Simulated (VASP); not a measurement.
# CdS (Hawleyite) (F-43m) in VASP: further runs

The runs below take CdS (Hawleyite) through single point, with PBEsol.

Program: VASP 6.6.1. These are calculated values, not measurements. Logs are shortened: lines on timing, memory, paths and dates and some standing lists are left out, and cuts for length are marked.

**1. The cell of the first run**

It takes space group F-43m (No. 216, cubic). Conventional cell: a = 5.714 Å, b = 5.714 Å, c = 5.714 Å, α = 90.00°, β = 90.00°, γ = 90.00°. Cd (site symmetry -43m) has 4 S at 2.47 Å within 3.3 Å. S (site symmetry -43m) has 4 Cd at 2.47 Å within 3.3 Å.

**2. Single point, PBEsol**

The input, INCAR:

```
SYSTEM = CdS
PREC = Accurate
ENCUT = 520
EDIFF = 1E-7
ISMEAR = -1
SIGMA = 0.02
LREAL = .False.
LASPH = .True.
NELM = 60
ALGO = Normal
ISIF = 2
LWAVE = .False.
LCHARG = .False.
GGA = PS
NBANDS = 16
```

The input, KPOINTS:

```
regular mesh
0
Gamma
  6 6 6
  0 0 0
```

The input, POSCAR:

```
CdS
1.0
    0.0000000000      2.8569628861      2.8569628861
    2.8569628861      0.0000000000      2.8569628861
    2.8569628861      2.8569628861      0.0000000000
Cd S
1 1
Direct
    0.0000000000      0.0000000000      0.0000000000
    0.2500000000      0.2500000000      0.2500000000
```

Potentials or basis: VASP PAW PBE potentials, release 64 (Cd, S).

Run with:

```
> cat potpaw_PBE.64/Cd/POTCAR potpaw_PBE.64/S/POTCAR > POTCAR
> mpirun -np 1 vasp_std > vasp.out
```

OUTCAR:

```text
SYSTEM = CdS
   PREC = Accurate
   ENCUT = 520
   EDIFF = 1E-7
   ISMEAR = -1
   LREAL = .False.
   LASPH = .True.
   NELM = 60
   ISIF = 2
   GGA = PS

 ion  position               nearest neighbor table
   1  0.000  0.000  0.000-   2 2.47   2 2.47   2 2.47   2 2.47
   2  0.250  0.250  0.250-   1 2.47   1 2.47   1 2.47   1 2.47

  LATTYP: Found a face centered cubic cell.
 ALAT       =     5.7139257722

  Lattice vectors:

 A1 = (   0.0000000000,   2.8569628861,   2.8569628861)
 A2 = (   2.8569628861,   0.0000000000,   2.8569628861)
 A3 = (   2.8569628861,   2.8569628861,   0.0000000000)

Analysis of symmetry for initial positions (statically):
=====================================================================
 Subroutine PRICEL returns:
 Original cell was already a primitive cell.

 Routine SETGRP: Setting up the symmetry group for a
 face centered cubic supercell.

 Subroutine GETGRP returns: Found 24 space group operations
 (whereof 24 operations were pure point group operations)
 out of a pool of 48 trial point group operations.

The static configuration has the point symmetry T_d .

Analysis of symmetry for dynamics (positions and initial velocities):
=====================================================================
 Subroutine PRICEL returns:
 Original cell was already a primitive cell.

 Routine SETGRP: Setting up the symmetry group for a
 face centered cubic supercell.

 Subroutine GETGRP returns: Found 24 space group operations
 (whereof 24 operations were pure point group operations)
 out of a pool of 48 trial point group operations.

The dynamic configuration has the point symmetry T_d .

 Subroutine INISYM returns: Found 24 space group operations
 (whereof 24 operations are pure point group operations),
 and found     1 'primitive' translations

----------------------------------------------------------------------------------------

                                     Primitive cell

  volume of cell :      46.6384

  direct lattice vectors                    reciprocal lattice vectors
     0.000000000  2.856962886  2.856962886    -0.175011024  0.175011024  0.175011024
     2.856962886  0.000000000  2.856962886     0.175011024 -0.175011024  0.175011024
     2.856962886  2.856962886  0.000000000     0.175011024  0.175011024 -0.175011024

  length of vectors
     4.040355661  4.040355661  4.040355661     0.303127985  0.303127985  0.303127985

  position of ions in fractional coordinates (direct lattice)
     0.000000000  0.000000000  0.000000000
     0.250000000  0.250000000  0.250000000

  ion indices of the primitive-cell ions
   primitive index   ion index
                 1           1
                 2           2

----------------------------------------------------------------------------------------

 KPOINTS: regular mesh

Automatic generation of k-mesh.
 Grid dimensions read from file:
 generate k-points for:    6    6    6

 Generating k-lattice:

  Cartesian coordinates                     Fractional coordinates (reciprocal lattice)
    -0.029168504  0.029168504  0.029168504     0.166666667  0.000000000  0.000000000
     0.029168504 -0.029168504  0.029168504     0.000000000  0.166666667  0.000000000
     0.029168504  0.029168504 -0.029168504     0.000000000  0.000000000  0.166666667

  Length of vectors
     0.050521331  0.050521331  0.050521331

  Shift w.r.t. Gamma in fractional coordinates (k-lattice)
     0.000000000  0.000000000  0.000000000

 Subroutine IBZKPT returns following result:
 ===========================================

 Found     16 irreducible k-points:

 Following reciprocal coordinates:
            Coordinates               Weight
  0.000000  0.000000  0.000000      1.000000
  0.166667  0.000000  0.000000      8.000000
  0.333333  0.000000  0.000000      8.000000
  0.500000  0.000000  0.000000      4.000000
  0.166667  0.166667  0.000000      6.000000
  0.333333  0.166667  0.000000     24.000000
[... 8 lines left out ...]
 -0.333333  0.333333  0.166667     24.000000
 -0.333333  0.500000  0.166667     12.000000
   k-points           NKPTS =     16   k-points in BZ     NKDIM =     16   number of bands    NBANDS=     16
   number of dos      NEDOS =    301   number of ions     NIONS =      2
   total plane-waves  NPLWV =  27000
   dimension x,y,z NGX =    30 NGY =   30 NGZ =   30
   dimension x,y,z NGXF=    60 NGYF=   60 NGZF=   60
   ions per type =               1   1
   NGX,Y,Z   is equivalent  to a cutoff of  12.34, 12.34, 12.34 a.u.
   NGXF,Y,Z  is equivalent  to a cutoff of  24.69, 24.69, 24.69 a.u.
 SYSTEM =  CdS
   PREC   = accura    normal or accurate (medium, high low for compatibility)
   ISTART =      0    job   : 0-new  1-cont  2-samecut
   ICHARG =      2    charge: 1-file 2-atom 10-const
   ISPIN  =      1    spin polarized calculation?
   LNONCOLLINEAR =      F non collinear calculations
   LSORBIT =      F    spin-orbit coupling
   LASPH  =      T    aspherical Exc in radial PAW
   ENCUT  =  520.0 eV  38.22 Ry    6.18 a.u.   7.51  7.51  7.51*2*pi/ulx,y,z
   NELM   =     60;   NELMIN=  2; NELMDL= -5     # of ELM steps
   EDIFF  = 0.1E-06   stopping-criterion for ELM
   LREAL  =      F    real-space projection
   EDIFFG = 0.1E-05   stopping-criterion for IOM
   NSW    =      0    number of steps for IOM
   IBRION =     -1    ionic relax: 0-MD 1-quasi-New 2-CG
   NFREE  =      0    steps in history (QN), initial steepest desc. (CG)
   ISIF   =      2    stress and relaxation
   ISYM   =      2    0-nonsym 1-usesym 2-fastsym
   POTIM  = 0.5000    time-step for ionic-motion
   TEBEG  =    0.0;   TEEND  =   0.0 temperature during run
   PSTRESS=    0.0 pullay stress
   NELECT =      18.0000    total number of electrons
   NUPDOWN=      -1.0000    fix difference up-down
   EMIN   =  10.00;   EMAX   =-10.00  energy-range for DOS
   EFERMI =   0.00;   METHOD = LEGACY
   ISMEAR =    -1;   SIGMA  =   0.02  broadening in eV -4-tet -1-fermi 0-gaus
   EFERMI_NEDOS =   21; number of points for ismear=-14 and -15
   IALGO  =     38    algorithm
   IMIX   =      4    mixing-type and parameters
     AMIX     =   0.40;   BMIX     =  1.00
     AMIX_MAG =   1.60;   BMIX_MAG =  1.00
  volume/ion in A,a.u.               =      23.32       157.37
  Fermi-wavevector in a.u.,A,eV,Ry     =   1.191931  2.252423 19.329786  1.420699
  Thomas-Fermi vector in A             =   2.327981
   LORBIT       =      0    0 simple, 1 ext, 2 COOP (PROOUT), +10 PAW based schemes
   GGA     = PS    functional components
   LHFCALC =     F    Hartree Fock is set to
   AEXX    =    0.0000 exact exchange contribution
   IVDW    =     0    specifies the selected vdW correction
   LEPSILON=     F    determine dielectric tensor
   LRPA    =     F    only Hartree local field effects (RPA)
 non-spin polarized calculation
  energy-cutoff  :      520.00
  volume of cell :       46.64
 maximum number of plane-waves:      1278
   NGX = 15   NGY = 15   NGZ = 15

 number of electron      18.0000004 magnetization

 Free energy of the ion-electron system (eV)
  ---------------------------------------------------
  ext. energy  EPLUGINS =         0.00000000
  ---------------------------------------------------
  free energy    TOTEN  =        -6.76927601 eV

  energy without entropy =       -6.76927601  energy(sigma->0) =       -6.76927601

 E-fermi :   2.2604     XC(G=0):  -9.6713

 val. band max:        1.7714245412   @ k =   0.0000   0.0000   0.0000
 cond. band min:       2.9042959500   @ k =   0.0000   0.0000   0.0000
 fundamental gap:      1.1328714088
 Fermi energy:         2.2603705512

 k-point     1 :       0.0000    0.0000    0.0000
  band No.  band energies     occupation
      1     -11.0204      2.00000
      2      -6.2185      2.00000
      3      -6.2185      2.00000
      4      -6.2185      2.00000
      5      -5.6402      2.00000
      6      -5.6402      2.00000
[... 8 lines left out ...]
     15      13.3068      0.00000
     16      13.3085      0.00000

 k-point     2 :       0.1667    0.0000    0.0000
  band No.  band energies     occupation
      1     -10.8958      2.00000
      2      -6.1738      2.00000
      3      -6.1738      2.00000
      4      -6.1171      2.00000
      5      -5.6416      2.00000
      6      -5.6416      2.00000
[... 8 lines left out ...]
     15      12.4398      0.00000
     16      13.5723      0.00000

 k-point     3 :       0.3333    0.0000    0.0000
  band No.  band energies     occupation
      1     -10.6444      2.00000
      2      -6.1011      2.00000
      3      -6.1011      2.00000
      4      -5.7018      2.00000
      5      -5.6207      2.00000
      6      -5.6207      2.00000
[... 8 lines left out ...]
     15      12.8954      0.00000
     16      12.8954      0.00000

 k-point     4 :       0.5000    0.0000    0.0000
  band No.  band energies     occupation
      1     -10.5194      2.00000
      2      -6.0763      2.00000
      3      -6.0763      2.00000
      4      -5.5947      2.00000
      5      -5.5947      2.00000
      6      -5.2014      2.00000
[... 8 lines left out ...]
     15      14.4097      0.00000
     16      14.4097      0.00000

 k-point     5 :       0.1667    0.1667    0.0000
  band No.  band energies     occupation
      1     -10.8548      2.00000
      2      -6.1457      2.00000
      3      -6.1283      2.00000
      4      -6.1283      2.00000
      5      -5.6720      2.00000
      6      -5.6137      2.00000
[... 8 lines left out ...]
     15      13.4715      0.00000
     16      15.4195      0.00000

 k-point     6 :       0.3333    0.1667    0.0000
  band No.  band energies     occupation
      1     -10.6468      2.00000
      2      -6.0859      2.00000
      3      -6.0408      2.00000
      4      -5.8837      2.00000
      5      -5.6252      2.00000
      6      -5.5898      2.00000
[... 8 lines left out ...]
     15      13.6825      0.00000
     16      14.8016      0.00000

 k-point     7 :       0.5000    0.1667    0.0000
  band No.  band energies     occupation
      1     -10.4822      2.00000
      2      -6.0529      2.00000
      3      -6.0065      2.00000
      4      -5.6855      2.00000
      5      -5.5871      2.00000
      6      -5.1893      2.00000
[... 8 lines left out ...]
     15      14.4673      0.00000
     16      14.7245      0.00000

 k-point     8 :      -0.3333    0.1667    0.0000
  band No.  band energies     occupation
      1     -10.5228      2.00000
      2      -6.0527      2.00000
      3      -6.0365      2.00000
      4      -5.6564      2.00000
      5      -5.6393      2.00000
      6      -5.3460      2.00000
[... 8 lines left out ...]
     15      13.9734      0.00000
     16      14.7806      0.00000

 k-point     9 :      -0.1667    0.1667    0.0000
  band No.  band energies     occupation
      1     -10.7293      2.00000
      2      -6.1201      2.00000
      3      -6.0964      2.00000
      4      -5.9386      2.00000
      5      -5.6656      2.00000
      6      -5.5980      2.00000
[... 8 lines left out ...]
     15      13.1776      0.00000
     16      15.1999      0.00000

 k-point    10 :       0.3333    0.3333    0.0000
  band No.  band energies     occupation
      1     -10.5250      2.00000
      2      -5.9876      2.00000
      3      -5.9206      2.00000
      4      -5.9206      2.00000
      5      -5.5604      2.00000
      6      -5.5399      2.00000
[... 8 lines left out ...]
     15      13.8739      0.00000
     16      17.4146      0.00000

 k-point    11 :       0.5000    0.3333    0.0000
  band No.  band energies     occupation
      1     -10.4050      2.00000
      2      -5.9894      2.00000
      3      -5.8650      2.00000
      4      -5.8107      2.00000
      5      -5.5601      2.00000
      6      -5.1568      2.00000
[... 8 lines left out ...]
     15      14.5712      0.00000
     16      15.6659      0.00000

 k-point    12 :      -0.3333    0.3333    0.0000
  band No.  band energies     occupation
      1     -10.4054      2.00000
      2      -6.0123      2.00000
      3      -5.9151      2.00000
      4      -5.7073      2.00000
      5      -5.6145      2.00000
      6      -4.9946      2.00000
[... 8 lines left out ...]
     15      13.1888      0.00000
     16      16.6338      0.00000

 k-point    13 :       0.5000    0.5000    0.0000
  band No.  band energies     occupation
      1     -10.3650      2.00000
      2      -5.9939      2.00000
      3      -5.7989      2.00000
      4      -5.7989      2.00000
      5      -5.5335      2.00000
      6      -5.1349      2.00000
[... 8 lines left out ...]
     15      14.1298      0.00000
     16      15.3768      0.00000

 k-point    14 :       0.5000    0.3333    0.1667
  band No.  band energies     occupation
      1     -10.4844      2.00000
      2      -5.9975      2.00000
      3      -5.9891      2.00000
      4      -5.7712      2.00000
      5      -5.5937      2.00000
      6      -5.3289      2.00000
[... 8 lines left out ...]
     15      14.9373      0.00000
     16      15.1986      0.00000

 k-point    15 :      -0.3333    0.3333    0.1667
  band No.  band energies     occupation
      1     -10.4054      2.00000
      2      -5.9955      2.00000
      3      -5.9394      2.00000
      4      -5.6942      2.00000
      5      -5.6212      2.00000
      6      -4.9893      2.00000
[... 8 lines left out ...]
     15      14.3455      0.00000
     16      15.2822      0.00000

 k-point    16 :      -0.3333    0.5000    0.1667
  band No.  band energies     occupation
      1     -10.3668      2.00000
      2      -5.9641      2.00000
      3      -5.8904      2.00000
      4      -5.7386      2.00000
      5      -5.5913      2.00000
      6      -4.9515      2.00000
[... 8 lines left out ...]
     15      15.1371      0.00000
     16      15.1952      0.00000

------------------------ aborting loop because EDIFF is reached ----------------------------------------

  FORCE on cell =-STRESS in cart. coord.  units (eV):
  Direction    XX          YY          ZZ          XY          YZ          ZX
  --------------------------------------------------------------------------------------
  -------------------------------------------------------------------------------------
  Total        1.3245328      1.3245328      1.3245328      0.0000000      0.0000000     -0.0000000
  in kB       45.5018990     45.5018990     45.5018990      0.0000000      0.0000000     -0.0000000
  external PRESSURE =      45.5018990 kB  Pullay stress =       0.0000000 kB

 VOLUME and BASIS-vectors are now :
 -----------------------------------------------------------------------------
  energy-cutoff  :      520.00
  volume of cell :       46.64
      direct lattice vectors                 reciprocal lattice vectors
     0.000000000  2.856962886  2.856962886    -0.175011024  0.175011024  0.175011024
     2.856962886  0.000000000  2.856962886     0.175011024 -0.175011024  0.175011024
     2.856962886  2.856962886  0.000000000     0.175011024  0.175011024 -0.175011024

 POSITION                                       TOTAL-FORCE (eV/Angst)
 -----------------------------------------------------------------------------------
      0.00000      0.00000      0.00000        -0.000000     -0.000000     -0.000000
      1.42848      1.42848      1.42848         0.000000      0.000000      0.000000
 -----------------------------------------------------------------------------------
    total drift:                               -0.000001     -0.000001     -0.000001

  FREE ENERGIE OF THE ION-ELECTRON SYSTEM (eV)
  ---------------------------------------------------
  free  energy   TOTEN  =        -6.7692760120 eV

  energy  without entropy=       -6.7692760120  energy(sigma->0) =       -6.76927601
```

It took 13 s on 1 thread of Intel Xeon Platinum 8375C at 2.90GHz (Ice Lake), shared host; peak memory 0.16 GiB.

What came out:

| Property | Result |
| --- | --- |
| Free energy | -6.7693 eV |
| Pressure | 4.6 GPa |
| Band gap on the k mesh | 1.13 eV, direct |

Caveat: the PAW data sets were made with another functional, which shifts forces and pressure a little. Expect the measured gap to be larger: semilocal functionals such as PBEsol lack the derivative discontinuity.

**3. Single point, PBEsol**

This run uses another cell than the first one, of 23.82 Å³/atom, 1.021 times its volume.

The input, INCAR:

```
SYSTEM = CdS
PREC = Accurate ; ENCUT = 520
EDIFF = 1E-6 ; ISMEAR = -1
SIGMA = 0.02 ; LREAL = .False.
LASPH = .True. ; NELM = 100
ALGO = Normal ; ISIF = 2
LWAVE = .False. ; LCHARG = .False.
GGA = PS ; NBANDS = 16
```

The input, KPOINTS:

```
Automatic mesh
0
Gamma
  6 6 6
  0 0 0
```

The input, POSCAR:

```
CdS
1.0
    0.0000000000      2.8770830059      2.8770830059
    2.8770830059      0.0000000000      2.8770830059
    2.8770830059      2.8770830059      0.0000000000
Cd S
1 1
Direct
    0.0000000000      0.0000000000      0.0000000000
    0.2500000000      0.2500000000      0.2500000000
```

Potentials or basis: VASP PAW PBE potentials, release 64 (Cd, S).

Run with:

```
> cat potpaw_PBE.64/Cd/POTCAR potpaw_PBE.64/S/POTCAR > POTCAR
> mpirun -np 1 vasp_std > vasp.out
```

OUTCAR:

```text
SYSTEM = CdS
   PREC = Accurate
   ENCUT = 520
   EDIFF = 1E-6
   ISMEAR = -1
   LREAL = .False.
   LASPH = .True.
   NELM = 100
   ISIF = 2
   GGA = PS

 ion  position               nearest neighbor table
   1  0.000  0.000  0.000-   2 2.49   2 2.49   2 2.49   2 2.49
   2  0.250  0.250  0.250-   1 2.49   1 2.49   1 2.49   1 2.49

  LATTYP: Found a face centered cubic cell.
 ALAT       =     5.7541660118

  Lattice vectors:

[... 478 lines left out ...]

------------------------ aborting loop because EDIFF is reached ----------------------------------------

  FORCE on cell =-STRESS in cart. coord.  units (eV):
  Direction    XX          YY          ZZ          XY          YZ          ZX
  --------------------------------------------------------------------------------------
  -------------------------------------------------------------------------------------
  Total        0.8621430      0.8621430      0.8621430      0.0000000      0.0000000     -0.0000000
  in kB       29.0003137     29.0003137     29.0003137      0.0000000      0.0000000     -0.0000000
  external PRESSURE =      29.0003137 kB  Pullay stress =       0.0000000 kB

 VOLUME and BASIS-vectors are now :
 -----------------------------------------------------------------------------
  energy-cutoff  :      520.00
  volume of cell :       47.63
      direct lattice vectors                 reciprocal lattice vectors
     0.000000000  2.877083006  2.877083006    -0.173787131  0.173787131  0.173787131
     2.877083006  0.000000000  2.877083006     0.173787131 -0.173787131  0.173787131
     2.877083006  2.877083006  0.000000000     0.173787131  0.173787131 -0.173787131

 POSITION                                       TOTAL-FORCE (eV/Angst)
 -----------------------------------------------------------------------------------
      0.00000      0.00000      0.00000         0.000000      0.000000      0.000000
      1.43854      1.43854      1.43854        -0.000000     -0.000000     -0.000000
 -----------------------------------------------------------------------------------
    total drift:                               -0.000001     -0.000001     -0.000001

  FREE ENERGIE OF THE ION-ELECTRON SYSTEM (eV)
  ---------------------------------------------------
  free  energy   TOTEN  =        -6.7924695236 eV

  energy  without entropy=       -6.7924695236  energy(sigma->0) =       -6.79246952
```

Wall time 12 s (1 thread of Intel Xeon Platinum 8375C at 2.90GHz (Ice Lake), shared host); peak memory 0.16 GiB.

Results:

| Quantity | Value |
| --- | --- |
| Free energy | -6.7925 eV |
| Pressure | 2.9 GPa |
| Band gap on the k mesh | 1.09 eV, direct |

Caveat: the PAW data sets were made with another functional, which shifts forces and pressure a little.
